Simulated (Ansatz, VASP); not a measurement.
## Two plane-wave programs on GaN

```xyz
2
Lattice="0.0000 2.2275 2.2275 2.2275 0.0000 2.2275 2.2275 2.2275 0.0000" Properties=species:S:1:pos:R:3 pbc="T T T"
Ga    0.0000    0.0000    0.0000
N     1.1138    1.1138    1.1138
```

Alike in both runs: task single point; functional LDA; k mesh 10 × 10 × 10; occupations gaussian, width 0.02 eV; no spin polarisation.

|  | VASP | Ansatz |
| --- | --- | --- |
| version | VASP 6.6.1 | Ansatz 0.2.0 |
| potentials or method | VASP PAW LDA potentials, release 64 (Ga_d, N), cutoff 600 eV | scalar-relativistic, plane waves, PAW |
| valence electrons in the cell | 18 | 18 |

```tsv
	VASP	Ansatz	Ansatz less VASP
gap on the k mesh at the Fermi level (eV)	1.97	1.96	-0.017
least direct gap on the mesh (eV)	1.97	1.96	-0.017
pressure (GPa)	1.1	0.1	-1.02
```

LDA's correlation is that of Perdew and Zunger in VASP and of Perdew and Wang (1992) in Ansatz.
